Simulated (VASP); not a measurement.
Wanted: the native input for a VASP 6.6.1 run.

- Task: single point
- Functional: BLYP
- Dispersion: D3(BJ)
- Potentials or basis: VASP PAW PBE potentials, release 64 (Se, Zn)
- Cutoff: 520 eV
- k mesh: 8 × 8 × 8
- Occupations: fermi-dirac, width 0.05 eV
- Spin: no spin polarisation
- Dipole correction: no
- Further INCAR settings: ALGO = Normal; EDIFF = 1e-06; NBANDS = 16

The structure of ZnSe (Stilleite) lies in POSCAR:

```
ZnSe
1.0
    0.0000000000      2.7955007105      2.7955007105
    2.7955007105      0.0000000000      2.7955007105
    2.7955007105      2.7955007105      0.0000000000
Se Zn
1 1
Direct
    0.7500000000      0.7500000000      0.7500000000
    0.0000000000      0.0000000000      0.0000000000
```

The input as run:

INCAR

```
SYSTEM = ZnSe
PREC     = Accurate       ! precision mode
ENCUT    = 520            ! plane-wave cutoff, eV
EDIFF    = 1E-6           ! SCF threshold, eV
ISMEAR   = -1             ! smearing method
SIGMA    = 0.05           ! smearing width, eV
LREAL    = .False.        ! projectors in reciprocal space
LASPH    = .True.         ! aspherical terms in the spheres
NELM     = 80             ! most SCF steps
ALGO     = Normal         ! electronic algorithm
ISIF     = 2              ! what is computed and relaxed
LWAVE    = .False.        ! write WAVECAR
LCHARG   = .False.        ! write CHGCAR
GGA      = B5             ! functional
ALDAX    = 1.0          
AGGAX    = 1.0          
AGGAC    = 1.0          
ALDAC    = 0.0          
IVDW     = 12             ! dispersion correction
VDW_S6   = 1.0          
VDW_S8   = 2.6996       
VDW_A1   = 0.4298       
VDW_A2   = 4.2359       
NBANDS   = 16             ! bands
```

KPOINTS

```
regular mesh
0
Gamma
  8 8 8
  0 0 0
```

Potentials or basis: VASP PAW PBE potentials, release 64 (Se, Zn).

Run with:

```sh
$ cat potpaw_PBE.64/Se/POTCAR potpaw_PBE.64/Zn/POTCAR > POTCAR
$ mpirun -np 1 vasp_std > vasp.out
```

Results of the run:

```json
{
  "Pressure": "2.8 GPa",
  "Band gap on the k mesh": "1.45 eV, direct",
  "Dispersion energy per atom": "-0.751 eV"
}
```

Caveat: the PAW data sets were made with another functional, which shifts forces and pressure a little.

It took 39 s on 1 thread of Intel(R) Xeon(R) Platinum 8488C (Sapphire Rapids) (shared host), peak memory 0.18 GiB.
